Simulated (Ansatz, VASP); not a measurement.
Two plane-wave programs on HfO2

Contents of POSCAR:

```
HfO2
1.0
    3.6124595918      0.0000000000      0.0000000000
    0.0000000000      3.6124595918      0.0000000000
    0.0000000000      0.0000000000      5.2542466510
Hf O
2 4
Direct
    0.5000000000      0.5000000000      0.5000000000
    0.0000000000      0.0000000000      0.0000000000
    0.0000000000      0.5000000000      0.6906206922
    0.5000000000      0.0000000000      0.8093793078
    0.5000000000      0.0000000000      0.3093793078
    0.0000000000      0.5000000000      0.1906206922
```

Contents of INCAR.step1:

```
ALGO = Normal ; EDIFF = 1E-4
ENCUT = 520 ; GGA = PE
ISMEAR = 0 ; LASPH = T
LCHARG = F ; LREAL = F
LWAVE = T ; NBANDS = 31
NELM = 60 ; PREC = Accurate
SIGMA = 0.01
```

File INCAR.step2:

```
ALGO = Normal ; EDIFF = 1E-6
ENCUT = 520 ; ISIF = 2
ISMEAR = 0 ; ISTART = 1
LASPH = T ; LCHARG = F
LMIXTAU = T ; LREAL = F
LWAVE = F ; METAGGA = R2SCAN
NBANDS = 31 ; NELM = 60
PREC = Accurate ; SIGMA = 0.01
```

The input KPOINTS:

```
k-points
0
Gamma
  8 8 6
```

Input for Ansatz:

```yaml
crystal:
  lattice:
    - [3.6124595918, 0.0, 0.0]
    - [0.0, 3.6124595918, 0.0]
    - [0.0, 0.0, 5.254246651]
  atoms:
    - { symbol: Hf, position: [0.5, 0.5, 0.5] }
    - { symbol: Hf, position: [0.0, 0.0, 0.0] }
    - { symbol: O, position: [0.0, 0.5, 0.6906206922] }
    - { symbol: O, position: [0.5, 0.0, 0.8093793078] }
    - { symbol: O, position: [0.5, 0.0, 0.3093793078] }
    - { symbol: O, position: [0.0, 0.5, 0.1906206922] }
kpoints:
  mp_grid: { grid: [8, 8, 6] }
  band_path:
    path:
      - [0.0, 0.0, 0.0]
      - [0.0, 0.5, 0.0]
      - [0.5, 0.5, 0.0]
      - [0.0, 0.0, 0.5]
      - [0.0, 0.5, 0.5]
      - [0.5, 0.5, 0.5]
      - [0.223958, 0.229167, 0.0]
    npoints: 1
hamiltonian:
  xc: r2scan
scf:
  occupations: { method: fixed }
  n_extra_bands: 5
output:
  forces: true
  stress: true
  eigenvalues: true
```

Change from the starting cell: hydrostatic strain +1.0%.

Alike in both runs: task single point; functional r2SCAN; k mesh 8 × 8 × 6; no spin polarisation.

|  | VASP | Ansatz |
| --- | --- | --- |
| version | VASP 6.6.1 | Ansatz 0.2.0 |
| potentials or method | VASP PAW PBE potentials, release 64 (Hf_pv, O) | plane waves, PAW |
| plane-wave cutoff (eV) | 520 | 500 |
| occupations | gaussian, width 0.01 eV | fixed |
| valence electrons in the cell | 44 | 76 |

Ansatz gave:

| Property | Result |
| --- | --- |
| gap on the k mesh at the Fermi level (eV) | 5.21 |
| pressure (GPa) | -5.8 |
| traceless stress, the component that is largest in VASP (GPa) | 1.71 |
| rms of the force components (eV/Å) | 0.000 |

Q: Estimate VASP's values.

A: gap on the k mesh at the Fermi level (eV): 5.17; pressure (GPa): -9.2; traceless stress, the component that is largest in VASP (GPa): 1.94; rms of the force components (eV/Å): 0.033.

VASP's potentials were made for PBE, not for r2SCAN. Atom by atom the forces differ by 0.034 eV/Å (rms over components). VASP's potentials hold 44 valence electrons a cell and Ansatz's 76, so a difference there can come from the potentials and not from the codes.

Neither program's run includes spin-orbit coupling.
